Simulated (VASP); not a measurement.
# KCl (I4/mmm) in VASP: G0W0 quasiparticle levels with PBE

Aim: the G0W0 quasiparticle levels of KCl with PBE.

Program: VASP 6.6.1. These are calculated values, not measurements. Logs are shortened: lines on timing, memory, paths and dates and some standing lists are left out, and cuts for length are marked.

**1. The cell of the first run**

Symmetry: I4/mmm, No. 139, tetragonal system. Conventional cell: a = 4.447 Å, b = 4.447 Å, c = 6.478 Å, α = 90.00°, β = 90.00°, γ = 90.00°. K (site symmetry 4/mmm) has 6 Cl at 3.14 to 3.24 Å within 4.1 Å. Cl (site symmetry 4/mmm) has 6 K at 3.14 to 3.24 Å within 4.1 Å.

**2. G0W0 quasiparticle levels, PBE**

Input file POSCAR:

```
KCl
1.0
    0.0000000000      3.1448483221      3.1448483221
    3.2391937718      0.0000000000      3.1448483221
    3.2391937718      3.1448483221      0.0000000000
K Cl
1 1
Direct
    0.0000000000      0.0000000000      0.0000000000
    0.5000000000      0.5000000000      0.5000000000
```

Input file INCAR.step1:

```
SYSTEM = KCl
PREC = Accurate
ENCUT = 500
EDIFF = 1E-8
ISMEAR = 0
SIGMA = 0.01
LREAL = .False.
LASPH = .True.
NELM = 80
ALGO = Normal
LWAVE = .True.
LCHARG = .False.
GGA = PE
```

Input file INCAR.step2:

```
SYSTEM = KCl
PREC = Accurate
ENCUT = 500
EDIFF = 1E-8
ISMEAR = 0
SIGMA = 0.01
LREAL = .False.
LASPH = .True.
NELM = 1
ALGO = Exact
LWAVE = .True.
LCHARG = .False.
GGA = PE
NBANDS = 275
LOPTICS = .True.
ISTART = 1
```

Input file INCAR.step3:

```
SYSTEM = KCl
PREC = Accurate
ENCUT = 500
EDIFF = 1E-8
ISMEAR = 0
SIGMA = 0.01
LREAL = .False.
LASPH = .True.
ALGO = EVGW0
LWAVE = .False.
LCHARG = .False.
GGA = PE
NELMGW = 1
NBANDS = 275
ENCUTGW = 150.0
NOMEGA = 48
PRECFOCK = Fast
ISTART = 1
NBANDSGW = 16
```

Input file KPOINTS:

```
Automatic mesh
0
Gamma
  4 4 4
  0 0 0
```

Potentials or basis: VASP PAW PBE potentials, release 64 (K_sv_GW, Cl_GW).

Started as:

```bash
> cat potpaw_PBE.64/K_sv_GW/POTCAR potpaw_PBE.64/Cl_GW/POTCAR > POTCAR
> cp INCAR.step1 INCAR
> mpirun -np 1 vasp_std > vasp.out
> cp INCAR.step2 INCAR
> mpirun -np 1 vasp_std > vasp.out
> cp INCAR.step3 INCAR
> mpirun -np 1 vasp_std > vasp.out
```

OUTCAR:

```text
SYSTEM = KCl
   PREC = Accurate
   ENCUT = 500
   EDIFF = 1E-8
   ISMEAR = 0
   LREAL = .False.
   LASPH = .True.
   GGA = PE
   NELMGW = 1
   ENCUTGW = 150.0
   PRECFOCK = Fast
   ISTART = 1

 ion  position               nearest neighbor table
   1  0.000  0.000  0.000-
   2  0.500  0.500  0.500-

  LATTYP: Found a body centered tetragonal cell.
 ALAT       =     4.4474871487
 C/A-ratio  =     1.4566399693

  Lattice vectors:

 A1 = (   3.2391937718,   0.0000000000,   3.1448483221)
 A2 = (   3.2391937718,   0.0000000000,  -3.1448483221)
 A3 = (  -3.2391937718,   3.1448483221,   0.0000000000)

Analysis of symmetry for initial positions (statically):
=====================================================================
 Subroutine PRICEL returns:
 Original cell was already a primitive cell.

 Routine SETGRP: Setting up the symmetry group for a
 body centered tetragonal supercell.

 Subroutine GETGRP returns: Found 16 space group operations
 (whereof 16 operations were pure point group operations)
 out of a pool of 16 trial point group operations.

The static configuration has the point symmetry D_4h.

Analysis of symmetry for dynamics (positions and initial velocities):
=====================================================================
 Subroutine PRICEL returns:
 Original cell was already a primitive cell.

 Routine SETGRP: Setting up the symmetry group for a
 body centered tetragonal supercell.

 Subroutine GETGRP returns: Found 16 space group operations
 (whereof 16 operations were pure point group operations)
 out of a pool of 16 trial point group operations.

The dynamic configuration has the point symmetry D_4h.

 Subroutine INISYM returns: Found 16 space group operations
 (whereof 16 operations are pure point group operations),
 and found     1 'primitive' translations

----------------------------------------------------------------------------------------

                                     Primitive cell

  volume of cell :      64.0717

  direct lattice vectors                    reciprocal lattice vectors
     0.000000000  3.144848322  3.144848322    -0.154359398  0.158990180  0.158990180
     3.239193772  0.000000000  3.144848322     0.154359398 -0.158990180  0.158990180
     3.239193772  3.144848322  0.000000000     0.154359398  0.158990180 -0.158990180

  length of vectors
     4.447487149  4.514692377  4.514692377     0.272731696  0.272731696  0.272731696

  position of ions in fractional coordinates (direct lattice)
     0.000000000  0.000000000  0.000000000
     0.500000000  0.500000000  0.500000000

  ion indices of the primitive-cell ions
   primitive index   ion index
                 1           1
                 2           2

----------------------------------------------------------------------------------------

 KPOINTS: Automatic mesh

Automatic generation of k-mesh.
 Grid dimensions read from file:
 generate k-points for:    4    4    4

 Generating k-lattice:

  Cartesian coordinates                     Fractional coordinates (reciprocal lattice)
    -0.038589849  0.039747545  0.039747545     0.250000000  0.000000000  0.000000000
     0.038589849 -0.039747545  0.039747545     0.000000000  0.250000000  0.000000000
     0.038589849  0.039747545 -0.039747545     0.000000000  0.000000000  0.250000000

  Length of vectors
     0.068182924  0.068182924  0.068182924

  Shift w.r.t. Gamma in fractional coordinates (k-lattice)
     0.000000000  0.000000000  0.000000000

 Subroutine IBZKPT returns following result:
 ===========================================

 Found     13 irreducible k-points:

 Following reciprocal coordinates:
            Coordinates               Weight
  0.000000  0.000000  0.000000      1.000000
  0.250000 -0.000000 -0.000000      8.000000
  0.500000 -0.000000 -0.000000      4.000000
  0.250000  0.250000  0.000000      4.000000
  0.500000  0.250000 -0.000000     16.000000
 -0.250000  0.250000  0.000000      8.000000
  0.500000  0.500000  0.000000      2.000000
  0.000000  0.250000  0.250000      2.000000
  0.500000  0.250000  0.250000      4.000000
 -0.250000  0.250000  0.250000      8.000000
 -0.250000  0.500000  0.250000      4.000000
  0.500000 -0.250000  0.250000      2.000000
  0.000000  0.500000  0.500000      1.000000
   k-points           NKPTS =     13   k-points in BZ     NKDIM =     64   number of bands    NBANDS=    275
   number of dos      NEDOS =    301   number of ions     NIONS =      2
   total plane-waves  NPLWV =  41472
   dimension x,y,z NGX =    32 NGY =   36 NGZ =   36
   dimension x,y,z NGXF=    64 NGYF=   72 NGZF=   72
   ions per type =               1   1
   NGX,Y,Z   is equivalent  to a cutoff of  11.96, 13.26, 13.26 a.u.
   NGXF,Y,Z  is equivalent  to a cutoff of  23.92, 26.51, 26.51 a.u.
 SYSTEM =  KCl
   PREC   = accura    normal or accurate (medium, high low for compatibility)
   ISTART =      1    job   : 0-new  1-cont  2-samecut
   ICHARG =      0    charge: 1-file 2-atom 10-const
   ISPIN  =      1    spin polarized calculation?
   LNONCOLLINEAR =      F non collinear calculations
   LSORBIT =      F    spin-orbit coupling
   LASPH  =      T    aspherical Exc in radial PAW
   ENCUT  =  500.0 eV  36.75 Ry    6.06 a.u.   8.11  8.23  8.23*2*pi/ulx,y,z
   NELM   =     60;   NELMIN=  2; NELMDL=  0     # of ELM steps
   EDIFF  = 0.1E-07   stopping-criterion for ELM
   LREAL  =      F    real-space projection
   EDIFFG = 0.1E-06   stopping-criterion for IOM
   NSW    =      0    number of steps for IOM
   IBRION =     -1    ionic relax: 0-MD 1-quasi-New 2-CG
   NFREE  =      0    steps in history (QN), initial steepest desc. (CG)
   ISIF   =      0    stress and relaxation
   ISYM   =      3    0-nonsym 1-usesym 2-fastsym
   POTIM  = 0.5000    time-step for ionic-motion
   TEBEG  =    0.0;   TEEND  =   0.0 temperature during run
   PSTRESS=    0.0 pullay stress
   NELECT =      16.0000    total number of electrons
   NUPDOWN=      -1.0000    fix difference up-down
   EMIN   =  10.00;   EMAX   =-10.00  energy-range for DOS
   EFERMI =   0.00;   METHOD = LEGACY
   ISMEAR =     0;   SIGMA  =   0.01  broadening in eV -4-tet -1-fermi 0-gaus
   EFERMI_NEDOS =   21; number of points for ismear=-14 and -15
   IALGO  =     38    algorithm
   IMIX   =      4    mixing-type and parameters
     AMIX     =   0.40;   BMIX     =  1.00
     AMIX_MAG =   1.60;   BMIX_MAG =  1.00
  volume/ion in A,a.u.               =      32.04       216.19
  Fermi-wavevector in a.u.,A,eV,Ry     =   1.030923  1.948161 14.460290  1.062801
  Thomas-Fermi vector in A             =   2.165045
   LORBIT       =      0    0 simple, 1 ext, 2 COOP (PROOUT), +10 PAW based schemes
   GGA     = PE    functional components
   LHFCALC =     T    Hartree Fock is set to
   PRECFOCK=fast      Normal, Fast or Accurate (Low or Medium for compatibility)
   ENCUT4O =  -1.0   cutoff for four orbital integrals eV
   NKREDX  =     1    reduce k-point grid by
   NKREDY  =     1    reduce k-point grid by
   NKREDZ  =     1    reduce k-point grid by
   AEXX    =    1.0000 exact exchange contribution
   HFSCREEN=    0.0000 screening length (either q_TF or 0.3 A-1)
   HFSCREENC=   0.0000 screening length for correlation (either q_TF or 0.3 A-1)
   ENCUTFOCK=  -1.0 apply spherical cutoff to Coloumb kernel
   IVDW    =     0    specifies the selected vdW correction
   LEPSILON=     F    determine dielectric tensor
   LRPA    =     F    only Hartree local field effects (RPA)
   LRPAFORCE           =     F    calculate RPA forces
   ENCUTGW             = 150.0    cutoff for response function in eV
   ENCUTGWSOFT         = 120.0    soft cutoff for Coulomb kernel in GW response function in eV
   ENCUTLF             =  -1.0    cutoff for local field effects
   NELMGW              =     1    number of iterations in solving QP/BSE equation
   NELMHF              =     1    number of iterations in the inner HF iteration
   NKREDLFX            =     1    NKREDLFY  =   1   NKREDLFZ  =   1
 non-spin polarized calculation
 Gauss-broadening in eV      SIGMA  =   0.01
  energy-cutoff  :      500.00
  volume of cell :       64.07
 maximum number of plane-waves:      1644
  NGX = 18; NGY = 18; NGZ = 18
   NGX = 17   NGY = 17   NGZ = 17
 maximum number of plane-waves:       276
 NGX is ok and might be reduce to    18

 QP shifts <psi_nk| G(iteration)W_0 |psi_nk>: iteration 1
 for sc-GW calculations column KS-energies equals QP-energies in previous step
 and V_xc(KS)=  KS-energies - (<T + V_ion + V_H > + <T+V_H+V_ion>^1  + <V_x>^1)

 k-point   1 :       0.0000    0.0000    0.0000
  band No.  KS-energies  QP-energies   sigma(KS)   V_xc(KS)     V^pw_x(r,r')   Z            occupation Imag(sigma)

      1     -28.0405     -30.0454     -21.6942     -18.5148     -30.7367       0.6306       2.0000       0.7188
      2     -12.8720     -14.5424     -17.4823     -15.1924     -24.3527       0.7294       2.0000       1.3173
      3     -11.5038     -14.8118     -21.8956     -17.8358     -24.6826       0.8148       2.0000       0.1187
      4     -11.4999     -14.7984     -21.8841     -17.8299     -24.6899       0.8136       2.0000       0.1230
      5     -11.4999     -14.7984     -21.8841     -17.8299     -24.6899       0.8136       2.0000       0.1230
      6      -0.7918      -2.9068     -16.7599     -14.0939     -18.5403       0.7933       2.0000       0.1004
[... 8 lines left out ...]
     15      12.0925      12.3055      -3.9372      -4.1942      -0.6525       0.8289       0.0000      -0.2251
     16      14.9674      17.9855      -9.9717     -13.6427      -5.9539       0.8221       0.0000      -0.1847

 k-point   2 :       0.2500   -0.0000   -0.0000
  band No.  KS-energies  QP-energies   sigma(KS)   V_xc(KS)     V^pw_x(r,r')   Z            occupation Imag(sigma)

      1     -28.0359     -30.0406     -21.6988     -18.5231     -30.7436       0.6313       2.0000       0.7147
      2     -12.9671     -14.7726     -17.7393     -15.2645     -24.2948       0.7296       2.0000       1.2199
      3     -11.5096     -14.8126     -21.8780     -17.8210     -24.6682       0.8141       2.0000       0.1184
      4     -11.5021     -14.7993     -21.8772     -17.8250     -24.6800       0.8137       2.0000       0.1206
      5     -11.3802     -14.4893     -21.6430     -17.7876     -24.7471       0.8064       2.0000       0.2011
      6      -1.3419      -3.5358     -15.8788     -13.1104     -17.6674       0.7925       2.0000       0.1042
[... 8 lines left out ...]
     15      12.5069      14.6907      -8.1039     -10.7477      -4.4751       0.8260       0.0000      -0.1590
     16      13.2862      15.5955      -8.6629     -11.4842      -4.9137       0.8185       0.0000      -0.1673

 k-point   3 :       0.5000   -0.0000   -0.0000
  band No.  KS-energies  QP-energies   sigma(KS)   V_xc(KS)     V^pw_x(r,r')   Z            occupation Imag(sigma)

      1     -28.0313     -30.0385     -21.7034     -18.5314     -30.7505       0.6328       2.0000       0.7107
      2     -13.0499     -14.9564     -17.9120     -15.3045     -24.2456       0.7312       2.0000       1.1503
      3     -11.5162     -14.8126     -21.8633     -17.8076     -24.6523       0.8128       2.0000       0.1170
      4     -11.5042     -14.7986     -21.8705     -17.8203     -24.6702       0.8134       2.0000       0.1181
      5     -11.2711     -14.2371     -21.4851     -17.7784     -24.7989       0.8002       2.0000       0.2528
      6      -1.7887      -4.0669     -15.3618     -12.4874     -17.2077       0.7926       2.0000       0.1114
[... 174 lines left out ...]
      1     -28.0281     -30.0465     -21.7078     -18.5369     -30.7550       0.6365       2.0000       0.7124
      2     -12.8464     -14.6052     -17.7289     -15.3486     -24.3929       0.7389       2.0000       1.2470
      3     -11.5931     -14.8862     -21.6960     -17.6233     -24.5139       0.8086       2.0000       0.1348
      4     -11.5931     -14.8862     -21.6960     -17.6233     -24.5139       0.8086       2.0000       0.1348
      5     -11.4486     -14.6364     -21.7343     -17.7965     -24.7067       0.8095       2.0000       0.1653
      6      -1.2363      -3.4316     -16.2936     -13.5184     -18.1194       0.7910       2.0000       0.1039
[... 8 lines left out ...]
     15      10.8710      12.4983      -7.6802      -9.6268      -4.2936       0.8360       0.0000      -0.1195
     16      11.8088      13.7299      -7.9199     -10.2469      -4.3496       0.8256       0.0000      -0.1542

 k-point  13 :       0.0000    0.5000    0.5000
  band No.  KS-energies  QP-energies   sigma(KS)   V_xc(KS)     V^pw_x(r,r')   Z            occupation Imag(sigma)

      1     -28.0295     -30.0466     -21.7067     -18.5347     -30.7532       0.6359       2.0000       0.7142
      2     -12.7834     -14.4506     -17.5941     -15.3304     -24.4483       0.7365       2.0000       1.3021
      3     -11.6277     -14.9337     -21.6351     -17.5501     -24.4374       0.8093       2.0000       0.1343
      4     -11.5452     -14.8359     -21.7952     -17.7314     -24.6065       0.8098       2.0000       0.1286
      5     -11.5452     -14.8359     -21.7952     -17.7314     -24.6065       0.8098       2.0000       0.1286
      6      -1.4458      -3.6898     -15.9830     -13.1529     -17.8272       0.7929       2.0000       0.1070
[... 8 lines left out ...]
     15      10.7338      13.6524      -9.0837     -12.5868      -5.5845       0.8332       0.0000      -0.1191
     16      12.9680      13.9485      -6.6373      -7.8376      -2.9548       0.8168       0.0000      -0.2090
```

It took 12 min on 1 thread of Intel Xeon 6975P-C, shared host; peak memory 1 GiB.

What came out:

```yaml
Band_gap_on_the_k_mesh_mean-field_level: 5.09 eV, direct
Quasiparticle_gap: 7.90 eV
Least_direct_quasiparticle_gap: 7.90 eV
```

Levels at points of the mesh, in eV from the valence-band top:
```tsv
k point	band 6	band 7	band 8	band 9	band 10	band 11
(0.00, 0.00, 0.00)	-0.01	0.00	0.00	5.09	8.23	8.41
(0.50, 0.00, 0.00)	-1.01	-0.31	-0.31	7.48	8.48	10.38
(0.50, 0.50, 0.00)	-0.63	-0.24	-0.23	6.53	8.22	9.95
(0.00, 0.50, 0.50)	-0.67	-0.20	-0.20	6.57	8.19	9.76
```

Caveat: the k points lie up to 0.43 Å⁻¹ apart; bands, screening cutoff and mesh are small and nothing is extrapolated, so the quasiparticle values aren't converged.
